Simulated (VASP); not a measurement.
# Co (P-3m1) in VASP: notebook

Co is run at these levels: PBE; tasks: single point.

Everything below comes from runs of VASP 6.6.1. Logs are shortened: lines on timing, memory, paths and dates and some standing lists are left out, and cuts for length are marked.

## 1. The cell of the first run

It takes space group P-3m1 (No. 164, trigonal). The conventional cell has a = 2.328 Å, b = 2.328 Å, c = 3.803 Å, α = 90.00°, β = 90.00°, γ = 120.00°. Co (site symmetry 3m) has 12 Co at 2.27 to 2.39 Å within 3.0 Å.

## 2. Single point, PBE (volume scaled by 0.82)

The input, INCAR:

```
SYSTEM = Co
PREC = Accurate
ENCUT = 520
EDIFF = 1E-6
ISMEAR = -1
SIGMA = 0.08
LREAL = .False.
LASPH = .True.
NELM = 80
ALGO = Normal
ISIF = 2
LWAVE = .False.
LCHARG = .True.
GGA = PE
LELF = .True.
LVHAR = .True.
NBANDS = 16
```

The input, KPOINTS:

```
Automatic mesh
0
Gamma
  15 15 8
  0 0 0
```

The input, POSCAR:

```
Co
1.0
    2.3281490520      0.0000000000      0.0000000000
   -1.1640745260      2.0162362228      0.0000000000
    0.0000000000      0.0000000000      3.8031990018
Co
2
Direct
    0.6666666667      0.3333333333      0.2598610000
    0.3333333333      0.6666666667      0.7401390000
```

Potentials or basis: VASP PAW PBE potentials, release 64 (Co).

On the command line:

```bash
> cat potpaw_PBE.64/Co/POTCAR > POTCAR
> mpirun -np 1 vasp_std > vasp.out
```

OUTCAR:

```text
SYSTEM = Co
   PREC = Accurate
   ENCUT = 520
   EDIFF = 1E-6
   ISMEAR = -1
   LREAL = .False.
   LASPH = .True.
   NELM = 80
   ISIF = 2
   GGA = PE

 ion  position               nearest neighbor table
   1  0.667  0.333  0.260-   2 2.27   2 2.27   2 2.27   2 2.39   2 2.39   2 2.39
   2  0.333  0.667  0.740-   1 2.27   1 2.27   1 2.27   1 2.39   1 2.39   1 2.39

  LATTYP: Found a hexagonal cell.
 ALAT       =     2.3281490520
 C/A-ratio  =     1.6335719565

  Lattice vectors:

 A1 = (   2.3281490520,   0.0000000000,   0.0000000000)
 A2 = (  -1.1640745260,   2.0162362228,   0.0000000000)
 A3 = (   0.0000000000,   0.0000000000,   3.8031990018)

Analysis of symmetry for initial positions (statically):
=====================================================================
 Subroutine PRICEL returns:
 Original cell was already a primitive cell.

 Routine SETGRP: Setting up the symmetry group for a
 hexagonal supercell.

 Subroutine GETGRP returns: Found 12 space group operations
 (whereof 12 operations were pure point group operations)
 out of a pool of 24 trial point group operations.

The static configuration has the point symmetry D_3d.

Analysis of symmetry for dynamics (positions and initial velocities):
=====================================================================
 Subroutine PRICEL returns:
 Original cell was already a primitive cell.

 Routine SETGRP: Setting up the symmetry group for a
 hexagonal supercell.

 Subroutine GETGRP returns: Found 12 space group operations
 (whereof 12 operations were pure point group operations)
 out of a pool of 24 trial point group operations.

The dynamic configuration has the point symmetry D_3d.

 Subroutine INISYM returns: Found 12 space group operations
 (whereof 12 operations are pure point group operations),
 and found     1 'primitive' translations

----------------------------------------------------------------------------------------

                                     Primitive cell

  volume of cell :      17.8526

  direct lattice vectors                    reciprocal lattice vectors
     2.328149052  0.000000000  0.000000000     0.429525764  0.247986815  0.000000000
    -1.164074526  2.016236223  0.000000000     0.000000000  0.495973631  0.000000000
     0.000000000  0.000000000  3.803199002     0.000000000  0.000000000  0.262936544

  length of vectors
     2.328149052  2.328149052  3.803199002     0.495973631  0.495973631  0.262936544

  position of ions in fractional coordinates (direct lattice)
     0.666666667  0.333333333  0.259861000
     0.333333333  0.666666667  0.740139000

  ion indices of the primitive-cell ions
   primitive index   ion index
                 1           1
                 2           2

----------------------------------------------------------------------------------------

 KPOINTS: Automatic mesh

Automatic generation of k-mesh.
 Grid dimensions read from file:
 generate k-points for:   15   15    8

 Generating k-lattice:

  Cartesian coordinates                     Fractional coordinates (reciprocal lattice)
     0.028635051  0.016532454  0.000000000     0.066666667  0.000000000  0.000000000
     0.000000000  0.033064909  0.000000000     0.000000000  0.066666667  0.000000000
     0.000000000  0.000000000  0.032867068     0.000000000  0.000000000  0.125000000

  Length of vectors
     0.033064909  0.033064909  0.032867068

  Shift w.r.t. Gamma in fractional coordinates (k-lattice)
     0.000000000  0.000000000  0.000000000

 Subroutine IBZKPT returns following result:
 ===========================================

 Found    192 irreducible k-points:

 Following reciprocal coordinates:
            Coordinates               Weight
  0.000000  0.000000  0.000000      1.000000
  0.066667  0.000000  0.000000      6.000000
  0.133333  0.000000  0.000000      6.000000
  0.200000  0.000000  0.000000      6.000000
  0.266667  0.000000  0.000000      6.000000
  0.333333  0.000000  0.000000      6.000000
[... 16 lines left out ...]
  0.333333  0.200000  0.000000     12.000000
  0.400000  0.200000  0.000000      6.000000
 [... further k-points ...]
   k-points           NKPTS =    192   k-points in BZ     NKDIM =    192   number of bands    NBANDS=     16
   number of dos      NEDOS =    301   number of ions     NIONS =      2
   total plane-waves  NPLWV =   9072
   dimension x,y,z NGX =    18 NGY =   18 NGZ =   28
   dimension x,y,z NGXF=    36 NGYF=   36 NGZF=   56
   ions per type =               2
   NGX,Y,Z   is equivalent  to a cutoff of  12.85, 12.85, 12.24 a.u.
   NGXF,Y,Z  is equivalent  to a cutoff of  25.71, 25.71, 24.48 a.u.
 SYSTEM =  Co
   PREC   = accura    normal or accurate (medium, high low for compatibility)
   ISTART =      0    job   : 0-new  1-cont  2-samecut
   ICHARG =      2    charge: 1-file 2-atom 10-const
   ISPIN  =      1    spin polarized calculation?
   LNONCOLLINEAR =      F non collinear calculations
   LSORBIT =      F    spin-orbit coupling
   LASPH  =      T    aspherical Exc in radial PAW
   ENCUT  =  520.0 eV  38.22 Ry    6.18 a.u.   4.33  4.33  7.07*2*pi/ulx,y,z
   NELM   =     80;   NELMIN=  2; NELMDL= -5     # of ELM steps
   EDIFF  = 0.1E-05   stopping-criterion for ELM
   LREAL  =      F    real-space projection
   EDIFFG = 0.1E-04   stopping-criterion for IOM
   NSW    =      0    number of steps for IOM
   IBRION =     -1    ionic relax: 0-MD 1-quasi-New 2-CG
   NFREE  =      0    steps in history (QN), initial steepest desc. (CG)
   ISIF   =      2    stress and relaxation
   ISYM   =      2    0-nonsym 1-usesym 2-fastsym
   POTIM  = 0.5000    time-step for ionic-motion
   TEBEG  =    0.0;   TEEND  =   0.0 temperature during run
   PSTRESS=    0.0 pullay stress
   NELECT =      18.0000    total number of electrons
   NUPDOWN=      -1.0000    fix difference up-down
   EMIN   =  10.00;   EMAX   =-10.00  energy-range for DOS
   EFERMI =   0.00;   METHOD = LEGACY
   ISMEAR =    -1;   SIGMA  =   0.08  broadening in eV -4-tet -1-fermi 0-gaus
   EFERMI_NEDOS =   21; number of points for ismear=-14 and -15
   IALGO  =     38    algorithm
   IMIX   =      4    mixing-type and parameters
     AMIX     =   0.40;   BMIX     =  1.00
     AMIX_MAG =   1.60;   BMIX_MAG =  1.00
  volume/ion in A,a.u.               =       8.93        60.24
  Fermi-wavevector in a.u.,A,eV,Ry     =   1.641592  3.102159 36.665315  2.694825
  Thomas-Fermi vector in A             =   2.732037
   LORBIT       =      0    0 simple, 1 ext, 2 COOP (PROOUT), +10 PAW based schemes
   GGA     = PE    functional components
   LHFCALC =     F    Hartree Fock is set to
   AEXX    =    0.0000 exact exchange contribution
   IVDW    =     0    specifies the selected vdW correction
   LEPSILON=     F    determine dielectric tensor
   LRPA    =     F    only Hartree local field effects (RPA)
 non-spin polarized calculation
  energy-cutoff  :      520.00
  volume of cell :       17.85
 maximum number of plane-waves:       495
 NGX is ok and might be reduce to    18
   NGX =  9   NGY =  9   NGZ = 15

 number of electron      17.9999982 magnetization

 Free energy of the ion-electron system (eV)
  ---------------------------------------------------
  ext. energy  EPLUGINS =         0.00000000
  ---------------------------------------------------
  free energy    TOTEN  =       -13.26315002 eV

  energy without entropy =      -13.16977122  energy(sigma->0) =      -13.21646062

 E-fermi :  13.4077     XC(G=0): -14.6097

 val. band max:       13.4065737500   @ k =   0.2667   0.0667   0.5000
 cond. band min:      13.4085051628   @ k =   0.0000   0.2667   0.3750
 fundamental gap:      0.0019314128
 Fermi energy:        13.4076813187

 k-point     1 :       0.0000    0.0000    0.0000
  band No.  band energies     occupation
      1       3.2297      2.00000
      2       7.5025      2.00000
      3      10.9324      2.00000
      4      11.0298      2.00000
      5      11.0298      2.00000
      6      11.4385      2.00000
[... 8 lines left out ...]
     15      40.4893      0.00000
     16      40.8018      0.00000

 k-point     2 :       0.0667    0.0000    0.0000
  band No.  band energies     occupation
      1       3.4135      2.00000
      2       7.6258      2.00000
      3      10.7299      2.00000
      4      11.1310      2.00000
      5      11.1924      2.00000
      6      11.3797      2.00000
[... 8 lines left out ...]
     15      39.1000      0.00000
     16      40.1142      0.00000

 k-point     3 :       0.1333    0.0000    0.0000
  band No.  band energies     occupation
      1       3.9500      2.00000
      2       7.9574      2.00000
      3      10.4072      2.00000
      4      10.9894      2.00000
      5      11.2086      2.00000
      6      11.4205      2.00000
[... 8 lines left out ...]
     15      37.8377      0.00000
     16      37.8384      0.00000

 k-point     4 :       0.2000    0.0000    0.0000
  band No.  band energies     occupation
      1       4.7902      2.00000
      2       8.3575      2.00000
      3       9.9834      2.00000
      4      10.2609      2.00000
      5      11.0215      2.00000
      6      11.5171      2.00000
[... 8 lines left out ...]
     15      35.7422      0.00000
     16      37.0901      0.00000
[... 324 lines left out ...]
 k-point    22 :       0.2667    0.2000    0.0000
  band No.  band energies     occupation
      1       8.1420      2.00000
      2       8.6592      2.00000
      3       8.9301      2.00000
      4       9.4127      2.00000
      5      10.5624      2.00000
      6      11.2471      2.00000
[... 8 lines left out ...]
     15      26.3834      0.00000
     16      32.0799      0.00000

 k-point    23 :       0.3333    0.2000    0.0000
  band No.  band energies     occupation
      1       8.4667      2.00000
      2       8.6259      2.00000
      3       8.7359      2.00000
      4       9.7421      2.00000
      5      10.5660      2.00000
      6      11.0028      2.00000
[... 8 lines left out ...]
     15      26.4251      0.00000
     16      30.0173      0.00000

 k-point    24 :       0.4000    0.2000    0.0000
  band No.  band energies     occupation
      1       8.4293      2.00000
      2       8.6621      2.00000
      3       8.7125      2.00000
      4       9.9254      2.00000
      5      10.6120      2.00000
      6      10.8710      2.00000
[... 8 lines left out ...]
     15      27.0179      0.00000
     16      28.6529      0.00000

 [... further k-points ...]
[... 5 lines left out ...]
  --------------------------------------------------------------------------------------
  -------------------------------------------------------------------------------------
  Total        6.0108157      6.0108157      5.4998549      0.0000000      0.0000000      0.0000000
  in kB      539.4395068    539.4395068    493.5834304      0.0000000      0.0000000      0.0000000
  external PRESSURE =     524.1541480 kB  Pullay stress =       0.0000000 kB

 VOLUME and BASIS-vectors are now :
 -----------------------------------------------------------------------------
  energy-cutoff  :      520.00
  volume of cell :       17.85
      direct lattice vectors                 reciprocal lattice vectors
     2.328149052  0.000000000  0.000000000     0.429525764  0.247986815  0.000000000
    -1.164074526  2.016236223  0.000000000     0.000000000  0.495973631  0.000000000
     0.000000000  0.000000000  3.803199002     0.000000000  0.000000000  0.262936544

 POSITION                                       TOTAL-FORCE (eV/Angst)
 -----------------------------------------------------------------------------------
      1.16407      0.67208      0.98830        -0.000000      0.000000     -1.350968
     -0.00000      1.34416      2.81490         0.000000     -0.000000      1.350968
 -----------------------------------------------------------------------------------
    total drift:                                0.000000     -0.000000     -0.000000

  FREE ENERGIE OF THE ION-ELECTRON SYSTEM (eV)
  ---------------------------------------------------
  free  energy   TOTEN  =       -13.2631500173 eV

  energy  without entropy=      -13.1697712186  energy(sigma->0) =      -13.21646062
```

Wall time 28 s (1 thread of Intel Xeon 6975P-C (Granite Rapids), shared host); peak memory 0.16 GiB.

What came out:

* Free energy: -13.2632 eV
* Pressure: 52.4 GPa
* Largest force: 1.351 eV/Å
* Band gap on the k mesh: zero (band 9 reaches 13.83 eV, above the bottom of band 10 at 11.97 eV)

Forces in eV/Å, atoms in the order of the input:
```
Co   0.000  0.000 -1.351
Co   0.000  0.000  1.351
```

Caveat: the run has no spin polarisation, though such a crystal can be magnetic; forces of over 1 eV/Å act on the atoms, so gaps and moduli don't describe the material at rest.

## 3. Single point, PBE (volume scaled by 0.88)

The input, INCAR:

```
SYSTEM = Co
ALGO = Normal ; EDIFF = 1E-6
ENCUT = 520 ; GGA = PE
ISIF = 2 ; ISMEAR = -1
LASPH = .True. ; LCHARG = .False.
LREAL = .False. ; LWAVE = .False.
NBANDS = 16 ; NELM = 100
PREC = Accurate ; SIGMA = 0.08
```

The input, KPOINTS:

```
k-points
0
Gamma
  15 15 8
  0 0 0
```

The input, POSCAR:

```
Co
1.0
    2.3836018896      0.0000000000      0.0000000000
   -1.1918009448      2.0642597889      0.0000000000
    0.0000000000      0.0000000000      3.8937852023
Co
2
Direct
    0.6666666667      0.3333333333      0.2598610000
    0.3333333333      0.6666666667      0.7401390000
```

Potentials or basis: VASP PAW PBE potentials, release 64 (Co).

On the command line:

```bash
> cat potpaw_PBE.64/Co/POTCAR > POTCAR
> mpirun -np 1 vasp_std > vasp.out
```

Run time: 27 s. Hardware: 1 thread of Intel Xeon 6975P-C (Granite Rapids), shared host; peak memory 0.16 GiB.

Results (log left out):

| Property | Result |
| --- | --- |
| Free energy | -13.5636 eV |
| Pressure | 23.2 GPa |
| Largest force | 1.028 eV/Å |
| Band gap on the k mesh | zero (band 9 reaches 12.53 eV, above the bottom of band 10 at 10.87 eV) |

Forces on the atoms (eV/Å):
```
Co   0.000  0.000 -1.028
Co   0.000  0.000  1.028
```

Stress tensor (GPa, compression positive):
```
24.49  0.00  0.00
 0.00 24.49  0.00
 0.00  0.00 20.62
```

Levels at points of the mesh, in eV from the Fermi level:
```
           k point  band 5  band 6  band 7  band 8  band 9  band 10  band 11  band 12  band 13  band 14
(0.00, 0.00, 0.00)   -2.13   -1.77   -1.77   -1.19   -1.19    -0.25     0.13     0.13     7.74    23.03
(0.00, 0.00, 0.50)   -2.21   -2.21   -2.19   -2.19   -0.36    -0.36    -0.16    -0.16    15.74    17.06
```

Caveat: the run has no spin polarisation, though such a crystal can be magnetic; forces of over 1 eV/Å act on the atoms, so gaps and moduli don't describe the material at rest. Spin polarisation is off, so any magnetic state and its effect on volume and gap are missing.

## 4. Single point, PBE (volume scaled by 0.94)

The input, INCAR:

```
SYSTEM = Co
PREC = Accurate
ENCUT = 520
EDIFF = 1E-6
ISMEAR = -1
SIGMA = 0.08
LREAL = .FALSE.
LASPH = .TRUE.
NELM = 60
ALGO = Normal
ISIF = 2
LWAVE = .FALSE.
LCHARG = .FALSE.
GGA = PE
NBANDS = 16
```

The input, KPOINTS:

```
Automatic mesh
0
G
  15 15 8
  0 0 0
```

The input, POSCAR:

```
Co
1.0
    2.4365880777      0.0000000000      0.0000000000
   -1.2182940388      2.1101471738      0.0000000000
    0.0000000000      0.0000000000      3.9803419532
Co
2
Direct
    0.6666666667      0.3333333333      0.2598610000
    0.3333333333      0.6666666667      0.7401390000
```

On the command line:

```bash
> cat potpaw_PBE.64/Co/POTCAR > POTCAR
> mpirun -np 1 vasp_std > vasp.out
```

Wall time 35 s (1 thread of Intel Xeon 6975P-C (Granite Rapids), shared host); peak memory 0.17 GiB.

The run converged. Its results:

* Free energy: -13.6654 eV
* Pressure: 3.0 GPa
* Largest force: 0.774 eV/Å
* Band gap on the k mesh: zero (band 9 reaches 11.41 eV, above the bottom of band 10 at 9.90 eV)

Forces in eV/Å, atoms in the order of the input:
```
Co   0.000  0.000 -0.774
Co   0.000  0.000  0.774
```

Stress tensor (GPa, compression positive):
```
4.15 0.00 0.00
0.00 4.15 0.00
0.00 0.00 0.82
```

Levels at points of the mesh, in eV from the Fermi level:
```tsv
k point	band 5	band 6	band 7	band 8	band 9	band 10	band 11	band 12	band 13	band 14
(0.00, 0.00, 0.00)	-1.93	-1.60	-1.60	-1.08	-1.08	-0.16	0.12	0.12	7.17	22.52
(0.00, 0.00, 0.50)	-2.00	-2.00	-1.98	-1.98	-0.33	-0.33	-0.14	-0.14	15.04	16.28
```

Caveat: the run has no spin polarisation, though such a crystal can be magnetic.

(Continued in part 2 of 2.)
